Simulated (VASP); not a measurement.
# S (Fd-3m) in VASP: relaxation of cell and atoms with LDA

Aim: the relaxation of cell and atoms of S with LDA.

Program: VASP 6.6.1. These are calculated values, not measurements. Logs are shortened: lines on timing, memory, paths and dates and some standing lists are left out, and cuts for length are marked.

## 1. The cell of the first run

It takes space group Fd-3m (No. 227, cubic). Conventional cell: a = 5.540 Å, b = 5.540 Å, c = 5.540 Å, α = 90.00°, β = 90.00°, γ = 90.00°. Within 3.2 Å of S (site symmetry -43m) lie 4 S at 2.40 Å.

## 2. Relaxation of cell and atoms, LDA

Contents of INCAR:

```
SYSTEM = S
  PREC = Accurate
  ENCUT = 600
  EDIFF = 1E-7
  ISMEAR = -1
  SIGMA = 0.05
  LREAL = .False.
  LASPH = .True.
  NELM = 60
  ALGO = Normal
  ISIF = 3
  LWAVE = .False.
  LCHARG = .False.
  IBRION = 2
  NSW = 60
  EDIFFG = -0.005
```

Contents of KPOINTS:

```
regular mesh
0
Gamma
  13 13 13
  0 0 0
```

Contents of POSCAR:

```
S
1.0
    0.0000000000      2.7698291284      2.7698291284
    2.7698291284      0.0000000000      2.7698291284
    2.7698291284      2.7698291284      0.0000000000
S
2
Direct
   -0.1250000000     -0.1250000000     -0.1250000000
    0.1250000000      0.1250000000      0.1250000000
```

Potentials or basis: VASP PAW LDA potentials, release 64 (S).

Launch:

```
$ cat potpaw_LDA.64/S/POTCAR > POTCAR
$ mpirun -np 1 vasp_std > vasp.out
```

OUTCAR:

```text
SYSTEM = S
   PREC = Accurate
   ENCUT = 600
   EDIFF = 1E-7
   ISMEAR = -1
   LREAL = .False.
   LASPH = .True.
   NELM = 60
   ISIF = 3
   IBRION = 2
   NSW = 60
   EDIFFG = -0.005

 ion  position               nearest neighbor table
   1  0.875  0.875  0.875-   2 2.40   2 2.40   2 2.40   2 2.40
   2  0.125  0.125  0.125-   1 2.40   1 2.40   1 2.40   1 2.40

  LATTYP: Found a face centered cubic cell.
 ALAT       =     5.5396582568

  Lattice vectors:

 A1 = (   0.0000000000,   2.7698291284,   2.7698291284)
 A2 = (   2.7698291284,   0.0000000000,   2.7698291284)
 A3 = (   2.7698291284,   2.7698291284,   0.0000000000)

Analysis of symmetry for initial positions (statically):
=====================================================================
 Subroutine PRICEL returns:
 Original cell was already a primitive cell.

 Routine SETGRP: Setting up the symmetry group for a
 face centered cubic supercell.

 Subroutine GETGRP returns: Found 48 space group operations
 (whereof 12 operations were pure point group operations)
 out of a pool of 48 trial point group operations.

The static configuration has the point symmetry D_3d.
 The point group associated with its full space group is O_h .

Analysis of symmetry for dynamics (positions and initial velocities):
=====================================================================
 Subroutine PRICEL returns:
 Original cell was already a primitive cell.

 Routine SETGRP: Setting up the symmetry group for a
 face centered cubic supercell.

 Subroutine GETGRP returns: Found 48 space group operations
 (whereof 12 operations were pure point group operations)
 out of a pool of 48 trial point group operations.

The dynamic configuration has the point symmetry D_3d.
 The point group associated with its full space group is O_h .

 Subroutine INISYM returns: Found 48 space group operations
 (whereof 12 operations are pure point group operations),
 and found     1 'primitive' translations

----------------------------------------------------------------------------------------

                                     Primitive cell

  volume of cell :      42.5000

  direct lattice vectors                    reciprocal lattice vectors
     0.000000000  2.769829128  2.769829128    -0.180516551  0.180516551  0.180516551
     2.769829128  0.000000000  2.769829128     0.180516551 -0.180516551  0.180516551
     2.769829128  2.769829128  0.000000000     0.180516551  0.180516551 -0.180516551

  length of vectors
[... 101 lines left out ...]
     AMIX     =   0.40;   BMIX     =  1.00
     AMIX_MAG =   1.60;   BMIX_MAG =  1.00
  volume/ion in A,a.u.               =      21.25       143.40
  Fermi-wavevector in a.u.,A,eV,Ry     =   1.074003  2.029572 15.694089  1.153483
  Thomas-Fermi vector in A             =   2.209819
   LORBIT       =      0    0 simple, 1 ext, 2 COOP (PROOUT), +10 PAW based schemes
   GGA     = CA    functional components
   LHFCALC =     F    Hartree Fock is set to
   AEXX    =    0.0000 exact exchange contribution
   IVDW    =     0    specifies the selected vdW correction
   LEPSILON=     F    determine dielectric tensor
   LRPA    =     F    only Hartree local field effects (RPA)
 conjugate gradient relaxation of ions
 non-spin polarized calculation
  energy-cutoff  :      600.00
  volume of cell :       42.50
 maximum number of plane-waves:      1431
   NGX = 15   NGY = 15   NGZ = 15

--------------------------------------- Ionic step        1  -------------------------------------------

 number of electron      11.9999999 magnetization

 Free energy of the ion-electron system (eV)
  ---------------------------------------------------
  ext. energy  EPLUGINS =         0.00000000
  ---------------------------------------------------
  free energy    TOTEN  =        -7.52414693 eV

  energy without entropy =       -7.50665265  energy(sigma->0) =       -7.51539979

------------------------ aborting loop because EDIFF is reached ----------------------------------------

  FORCE on cell =-STRESS in cart. coord.  units (eV):
  Direction    XX          YY          ZZ          XY          YZ          ZX
  --------------------------------------------------------------------------------------
  -------------------------------------------------------------------------------------
  Total        0.7652068      0.7652068      0.7652068     -0.0000000     -0.0000000      0.0000000
  in kB       28.8469868     28.8469868     28.8469868     -0.0000000     -0.0000000      0.0000000
  external PRESSURE =      28.8469868 kB  Pullay stress =       0.0000000 kB
[... 59 lines left out ...]
--------------------------------------- Ionic step        3  -------------------------------------------

 number of electron      11.9999998 magnetization

 Free energy of the ion-electron system (eV)
  ---------------------------------------------------
  ext. energy  EPLUGINS =         0.00000000
  ---------------------------------------------------
  free energy    TOTEN  =        -7.54370386 eV

  energy without entropy =       -7.52644906  energy(sigma->0) =       -7.53507646

 E-fermi :   4.1332     XC(G=0):  -9.4288

 val. band max:        4.1314068730   @ k =  -0.3846   0.2308   0.0769
 cond. band min:       4.1381336545   @ k =   0.2308   0.1538   0.0769
 fundamental gap:      0.0067267815
 Fermi energy:         4.1331722117

 k-point     1 :       0.0000    0.0000    0.0000
  band No.  band energies     occupation
      1     -12.1559      2.00000
      2      -4.5246      2.00000
      3       0.0060      2.00000
      4       0.0060      2.00000
      5       0.0060      2.00000
      6       3.0774      2.00000
      7       3.0774      2.00000
      8       3.0774      2.00000
      9       9.3850      0.00000
     10      11.7736      0.00000
[... 287 lines left out ...]
 k-point    24 :       0.4615    0.1538    0.0000
  band No.  band energies     occupation
      1     -10.7519      2.00000
      2      -7.7516      2.00000
      3      -1.7110      2.00000
      4      -1.0922      2.00000
      5       1.0427      2.00000
      6       3.8651      1.99066
      7       4.8782      0.00000
      8       5.8815      0.00000
      9      10.5569      0.00000
     10      11.3072      0.00000

 [... further k-points ...]

------------------------ aborting loop because EDIFF is reached ----------------------------------------

  FORCE on cell =-STRESS in cart. coord.  units (eV):
  Direction    XX          YY          ZZ          XY          YZ          ZX
  --------------------------------------------------------------------------------------
  -------------------------------------------------------------------------------------
  Total        0.0010190      0.0010190      0.0010190      0.0000000      0.0000000      0.0000000
  in kB        0.0364853      0.0364853      0.0364853      0.0000000      0.0000000      0.0000000
  external PRESSURE =       0.0364853 kB  Pullay stress =       0.0000000 kB
[... 17 lines left out ...]
  FREE ENERGIE OF THE ION-ELECTRON SYSTEM (eV)
  ---------------------------------------------------
  free  energy   TOTEN  =        -7.5437038561 eV

  energy  without entropy=       -7.5264490625  energy(sigma->0) =       -7.53507646

 reached required accuracy - stopping structural energy minimisation
```

CONTCAR:

```text
S
   1.00000000000000
     0.0000000000000000    2.8177728189292814    2.8177728189292814
     2.8177728189292814   -0.0000000000000000    2.8177728189292814
     2.8177728189292814    2.8177728189292814    0.0000000000000000
  S
     2
Direct
     0.8750000000000000    0.8750000000000000    0.8750000000000000
     0.1250000000000000    0.1250000000000000    0.1250000000000000

  0.00000000E+00  0.00000000E+00  0.00000000E+00
  0.00000000E+00  0.00000000E+00  0.00000000E+00
```

Run time: 2.4 min. Hardware: 1 thread of AMD EPYC 7R13, shared host; peak memory 0.14 GiB.

Results:

```
Free energy                            : -7.5437 eV
Relaxed volume                         : 22.37 Å³/atom
Relaxed cell                           : a = 3.985 Å, b = 3.985 Å, c = 3.985 Å, α = 60.00°, β = 60.00°, γ = 60.00°
Space group after relaxing (to 0.05 Å) : Fd-3m (No. 227)
Energy gained by relaxing              : 9.8 meV/atom
Ionic steps                            : 3
Pressure after relaxing                : 0.0 GPa
Band gap on the k mesh                 : zero (band 6 reaches 4.47 eV, above the bottom of band 7 at 3.08 eV)
```

Step by step:
```
step  energy change (eV)  largest force (eV/Å)  pressure (GPa)  volume (Å³)
   1              0.0000                0.0000            2.88        42.50
   2             -0.0195                0.0000           -0.17        44.90
   3             -0.0196                0.0000            0.00        44.75
```

Final structure:
```xyz
2
Lattice="0.0000 2.8178 2.8178 2.8178 0.0000 2.8178 2.8178 2.8178 0.0000" Properties=species:S:1:pos:R:3 pbc="T T T"
S     4.9311    4.9311    4.9311
S     0.7044    0.7044    0.7044
```
